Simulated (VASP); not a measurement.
# AlCo (NiAs type) (P6_3/mmc) in VASP: single point with PBE

Aim: the single point of AlCo (NiAs type) with PBE.

All numbers are computed with VASP 6.6.1; they aren't measurements. Logs are shortened: lines on timing, memory, paths and dates and some standing lists are left out, and cuts for length are marked.

### 1 The cell of the first run

Symmetry: P6_3/mmc, No. 194, hexagonal system. The conventional cell has a = 2.729 Å, b = 2.729 Å, c = 7.583 Å, α = 90.00°, β = 90.00°, γ = 120.00°. Within 3.3 Å of Co (site symmetry -3m) lie 6 Al at 2.47 Å and 6 Co at 2.73 Å. Within 3.3 Å of Al (site symmetry -6m2) lie 6 Co at 2.47 Å and 6 Al at 2.73 Å.

### 2 Single point, PBE

Input file INCAR:

```
SYSTEM = AlCo
ALGO = Normal
EDIFF = 1E-6
ENCUT = 690
GGA = PE
GGA_COMPAT = .FALSE.
ISIF = 2
ISMEAR = -1
LASPH = .TRUE.
LCHARG = .FALSE.
LREAL = .FALSE.
LWAVE = .FALSE.
NBANDS = 28
NELM = 120
PREC = Accurate
SIGMA = 0.1
```

Input file KPOINTS:

```
k-points
0
G
  10 10 6
  0 0 0
```

Input file POSCAR:

```
AlCo
1.0
    2.7289467686      0.0000000000      0.0000000000
   -1.3644733843      2.3633372272      0.0000000000
    0.0000000000      0.0000000000      7.5833341311
Co Al
2 2
Direct
    0.0000000000      0.0000000000      0.0000000000
    0.0000000000      0.0000000000      0.5000000000
    0.3333333333      0.6666666667      0.2500000000
    0.6666666667      0.3333333333      0.7500000000
```

Potentials or basis: VASP PAW PBE potentials, release 64 (Co_sv, Al).

On the command line:

```bash
cat potpaw_PBE.64/Co_sv/POTCAR potpaw_PBE.64/Al/POTCAR > POTCAR
mpirun -np 1 vasp_std > vasp.out
```

OUTCAR:

```text
SYSTEM = AlCo
   EDIFF = 1E-6
   ENCUT = 690
   GGA = PE
   ISIF = 2
   ISMEAR = -1
   LASPH = .TRUE.
   LREAL = .FALSE.
   NELM = 120
   PREC = Accurate

 ion  position               nearest neighbor table
   1  0.000  0.000  0.000-   3 2.47   4 2.47   4 2.47   3 2.47   4 2.47   3 2.47
   2  0.000  0.000  0.500-   3 2.47   4 2.47   4 2.47   3 2.47   4 2.47   3 2.47
   3  0.333  0.667  0.250-   1 2.47   2 2.47   1 2.47   2 2.47   1 2.47   2 2.47
   4  0.667  0.333  0.750-   1 2.47   2 2.47   1 2.47   2 2.47   1 2.47   2 2.47

  LATTYP: Found a hexagonal cell.
 ALAT       =     2.7289467686
 C/A-ratio  =     2.7788501477

  Lattice vectors:

 A1 = (   2.7289467686,   0.0000000000,   0.0000000000)
 A2 = (  -1.3644733843,   2.3633372272,   0.0000000000)
 A3 = (   0.0000000000,   0.0000000000,   7.5833341311)

Analysis of symmetry for initial positions (statically):
=====================================================================
 Subroutine PRICEL returns:
 Original cell was already a primitive cell.

 Routine SETGRP: Setting up the symmetry group for a
 hexagonal supercell.

 Subroutine GETGRP returns: Found 24 space group operations
 (whereof 12 operations were pure point group operations)
 out of a pool of 24 trial point group operations.

The static configuration has the point symmetry D_3d.
 The point group associated with its full space group is D_6h.

Analysis of symmetry for dynamics (positions and initial velocities):
=====================================================================
 Subroutine PRICEL returns:
 Original cell was already a primitive cell.

 Routine SETGRP: Setting up the symmetry group for a
 hexagonal supercell.

 Subroutine GETGRP returns: Found 24 space group operations
 (whereof 12 operations were pure point group operations)
 out of a pool of 24 trial point group operations.

The dynamic configuration has the point symmetry D_3d.
 The point group associated with its full space group is D_6h.

 Subroutine INISYM returns: Found 24 space group operations
 (whereof 12 operations are pure point group operations),
 and found     1 'primitive' translations

----------------------------------------------------------------------------------------

                                     Primitive cell

  volume of cell :      48.9081

  direct lattice vectors                    reciprocal lattice vectors
     2.728946769  0.000000000  0.000000000     0.366441739  0.211565237  0.000000000
    -1.364473384  2.363337227  0.000000000     0.000000000  0.423130474  0.000000000
     0.000000000  0.000000000  7.583334131     0.000000000  0.000000000  0.131868118

  length of vectors
     2.728946769  2.728946769  7.583334131     0.423130474  0.423130474  0.131868118

  position of ions in fractional coordinates (direct lattice)
     0.000000000  0.000000000  0.000000000
     0.000000000  0.000000000  0.500000000
     0.333333333  0.666666667  0.250000000
     0.666666667  0.333333333  0.750000000

  ion indices of the primitive-cell ions
   primitive index   ion index
                 1           1
                 2           2
                 3           3
                 4           4

----------------------------------------------------------------------------------------

 KPOINTS: k-points

Automatic generation of k-mesh.
 Grid dimensions read from file:
 generate k-points for:   10   10    6

 Generating k-lattice:

  Cartesian coordinates                     Fractional coordinates (reciprocal lattice)
     0.036644174  0.021156524  0.000000000     0.100000000  0.000000000  0.000000000
     0.000000000  0.042313047  0.000000000     0.000000000  0.100000000  0.000000000
     0.000000000  0.000000000  0.021978020     0.000000000  0.000000000  0.166666667

  Length of vectors
     0.042313047  0.042313047  0.021978020

  Shift w.r.t. Gamma in fractional coordinates (k-lattice)
     0.000000000  0.000000000  0.000000000

 Subroutine IBZKPT returns following result:
 ===========================================

 Found     56 irreducible k-points:

 Following reciprocal coordinates:
            Coordinates               Weight
  0.000000  0.000000  0.000000      1.000000
  0.100000  0.000000  0.000000      6.000000
  0.200000  0.000000  0.000000      6.000000
  0.300000  0.000000  0.000000      6.000000
  0.400000  0.000000  0.000000      6.000000
  0.500000  0.000000  0.000000      3.000000
[... 16 lines left out ...]
  0.300000  0.100000  0.166667     24.000000
  0.400000  0.100000  0.166667     24.000000
 [... further k-points ...]
   k-points           NKPTS =     56   k-points in BZ     NKDIM =     56   number of bands    NBANDS=     28
   number of dos      NEDOS =    301   number of ions     NIONS =      4
   total plane-waves  NPLWV =  40320
   dimension x,y,z NGX =    24 NGY =   24 NGZ =   70
   dimension x,y,z NGXF=    48 NGYF=   48 NGZF=  140
   ions per type =               2   2
   NGX,Y,Z   is equivalent  to a cutoff of  14.62, 14.62, 15.35 a.u.
   NGXF,Y,Z  is equivalent  to a cutoff of  29.24, 29.24, 30.69 a.u.
 SYSTEM =  AlCo
   PREC   = accura    normal or accurate (medium, high low for compatibility)
   ISTART =      0    job   : 0-new  1-cont  2-samecut
   ICHARG =      2    charge: 1-file 2-atom 10-const
   ISPIN  =      1    spin polarized calculation?
   LNONCOLLINEAR =      F non collinear calculations
   LSORBIT =      F    spin-orbit coupling
   LASPH  =      T    aspherical Exc in radial PAW
   ENCUT  =  690.0 eV  50.71 Ry    7.12 a.u.   5.84  5.84 16.24*2*pi/ulx,y,z
   NELM   =    120;   NELMIN=  2; NELMDL= -5     # of ELM steps
   EDIFF  = 0.1E-05   stopping-criterion for ELM
   LREAL  =      F    real-space projection
   EDIFFG = 0.1E-04   stopping-criterion for IOM
   NSW    =      0    number of steps for IOM
   IBRION =     -1    ionic relax: 0-MD 1-quasi-New 2-CG
   NFREE  =      0    steps in history (QN), initial steepest desc. (CG)
   ISIF   =      2    stress and relaxation
   ISYM   =      2    0-nonsym 1-usesym 2-fastsym
   POTIM  = 0.5000    time-step for ionic-motion
   TEBEG  =    0.0;   TEEND  =   0.0 temperature during run
   PSTRESS=    0.0 pullay stress
   NELECT =      40.0000    total number of electrons
   NUPDOWN=      -1.0000    fix difference up-down
   EMIN   =  10.00;   EMAX   =-10.00  energy-range for DOS
   EFERMI =   0.00;   METHOD = LEGACY
   ISMEAR =    -1;   SIGMA  =   0.10  broadening in eV -4-tet -1-fermi 0-gaus
   EFERMI_NEDOS =   21; number of points for ismear=-14 and -15
   IALGO  =     38    algorithm
   IMIX   =      4    mixing-type and parameters
     AMIX     =   0.40;   BMIX     =  1.00
     AMIX_MAG =   1.60;   BMIX_MAG =  1.00
  volume/ion in A,a.u.               =      12.23        82.51
  Fermi-wavevector in a.u.,A,eV,Ry     =   1.530974  2.893122 31.890447  2.343882
  Thomas-Fermi vector in A             =   2.638383
   LORBIT       =      0    0 simple, 1 ext, 2 COOP (PROOUT), +10 PAW based schemes
   GGA     = PE    functional components
   LHFCALC =     F    Hartree Fock is set to
   AEXX    =    0.0000 exact exchange contribution
   IVDW    =     0    specifies the selected vdW correction
   LEPSILON=     F    determine dielectric tensor
   LRPA    =     F    only Hartree local field effects (RPA)
 non-spin polarized calculation
  energy-cutoff  :      690.00
  volume of cell :       48.91
 maximum number of plane-waves:      2038
 NGX is ok and might be reduce to    24
   NGX = 11   NGY = 11   NGZ = 33

 number of electron      40.0000028 magnetization

 Free energy of the ion-electron system (eV)
  ---------------------------------------------------
  ext. energy  EPLUGINS =         0.00000000
  ---------------------------------------------------
  free energy    TOTEN  =       -23.04406864 eV

  energy without entropy =      -22.91180628  energy(sigma->0) =      -22.97793746

 E-fermi :  10.4458     XC(G=0): -12.2152

 val. band max:       10.4408002469   @ k =   0.3000   0.1000   0.0000
 cond. band min:      10.4495919298   @ k =   0.1000   0.0000   0.1667
 fundamental gap:      0.0087916830
 Fermi energy:        10.4458010649

 k-point     1 :       0.0000    0.0000    0.0000
  band No.  band energies     occupation
      1     -84.1289      2.00000
      2     -84.1288      2.00000
      3     -47.4115      2.00000
      4     -47.4115      2.00000
      5     -47.4114      2.00000
      6     -47.4114      2.00000
[... 20 lines left out ...]
     27      24.9747      0.00000
     28      24.9898      0.00000

 k-point     2 :       0.1000    0.0000    0.0000
  band No.  band energies     occupation
      1     -84.1279      2.00000
      2     -84.1278      2.00000
      3     -47.4205      2.00000
      4     -47.4204      2.00000
      5     -47.4138      2.00000
      6     -47.4137      2.00000
[... 20 lines left out ...]
     27      22.3090      0.00000
     28      23.6519      0.00000

 k-point     3 :       0.2000    0.0000    0.0000
  band No.  band energies     occupation
      1     -84.1252      2.00000
      2     -84.1252      2.00000
      3     -47.4439      2.00000
      4     -47.4438      2.00000
      5     -47.4196      2.00000
      6     -47.4195      2.00000
[... 20 lines left out ...]
     27      21.5542      0.00000
     28      21.9507      0.00000

 k-point     4 :       0.3000    0.0000    0.0000
  band No.  band energies     occupation
      1     -84.1219      2.00000
      2     -84.1219      2.00000
      3     -47.4729      2.00000
      4     -47.4725      2.00000
      5     -47.4269      2.00000
      6     -47.4268      2.00000
[... 578 lines left out ...]
     27      19.5045      0.00000
     28      20.4767      0.00000

 k-point    23 :       0.3000    0.1000    0.1667
  band No.  band energies     occupation
      1     -84.1201      2.00000
      2     -84.1201      2.00000
      3     -47.4851      2.00000
      4     -47.4848      2.00000
      5     -47.4347      2.00000
      6     -47.4347      2.00000
[... 20 lines left out ...]
     27      17.3594      0.00000
     28      18.9416      0.00000

 k-point    24 :       0.4000    0.1000    0.1667
  band No.  band energies     occupation
      1     -84.1183      2.00000
      2     -84.1182      2.00000
      3     -47.4999      2.00000
      4     -47.4998      2.00000
      5     -47.4398      2.00000
      6     -47.4398      2.00000
[... 20 lines left out ...]
     27      16.6132      0.00000
     28      18.5734      0.00000

 [... further k-points ...]

------------------------ aborting loop because EDIFF is reached ----------------------------------------

  FORCE on cell =-STRESS in cart. coord.  units (eV):
  Direction    XX          YY          ZZ          XY          YZ          ZX
  --------------------------------------------------------------------------------------
  -------------------------------------------------------------------------------------
  Total       -0.1171284     -0.1171284     -0.1113136      0.0000000     -0.0000000      0.0000000
  in kB       -3.8370016     -3.8370016     -3.6465140      0.0000000     -0.0000000      0.0000000
  external PRESSURE =      -3.7735057 kB  Pullay stress =       0.0000000 kB

 VOLUME and BASIS-vectors are now :
 -----------------------------------------------------------------------------
  energy-cutoff  :      690.00
  volume of cell :       48.91
      direct lattice vectors                 reciprocal lattice vectors
     2.728946769  0.000000000  0.000000000     0.366441739  0.211565237  0.000000000
    -1.364473384  2.363337227  0.000000000     0.000000000  0.423130474  0.000000000
     0.000000000  0.000000000  7.583334131     0.000000000  0.000000000  0.131868118

 POSITION                                       TOTAL-FORCE (eV/Angst)
 -----------------------------------------------------------------------------------
      0.00000      0.00000      0.00000         0.000000      0.000000     -0.000000
      0.00000      0.00000      3.79167         0.000000      0.000000     -0.000000
     -0.00000      1.57556      1.89583        -0.000000      0.000000     -0.000000
      1.36447      0.78778      5.68750         0.000000     -0.000000      0.000000
 -----------------------------------------------------------------------------------
    total drift:                               -0.000000      0.000000      0.000000

  FREE ENERGIE OF THE ION-ELECTRON SYSTEM (eV)
  ---------------------------------------------------
  free  energy   TOTEN  =       -23.0440686421 eV

  energy  without entropy=      -22.9118062765  energy(sigma->0) =      -22.97793746
```

It took 82 s on 1 thread of Intel Xeon Platinum 8259CL at 2.50GHz (Skylake/Cascade Lake), shared host; peak memory 0.24 GiB.

Results:

```yaml
Free_energy: -23.0441 eV
Pressure: -0.4 GPa
Band_gap_on_the_k_mesh: zero (bands 20 and 21 overlap by 1.28 eV)
```

Levels at points of the mesh, in eV from the Fermi level:
```tsv
k point	band 17	band 18	band 19	band 20	band 21	band 22	band 23	band 24
(0.00, 0.00, 0.00)	-1.31	-1.11	-0.63	-0.63	-0.52	-0.52	3.90	10.45
(0.50, 0.00, 0.00)	-1.06	-0.89	-0.84	0.12	0.12	1.26	2.34	3.43
(0.00, 0.00, 0.50)	-1.31	-1.31	-0.58	-0.58	-0.58	-0.58	6.91	6.91
(0.50, 0.00, 0.50)	-0.98	-0.98	0.12	0.12	0.33	0.33	3.76	3.76
```

Caveat: the run has no spin polarisation, though such a crystal can be magnetic.
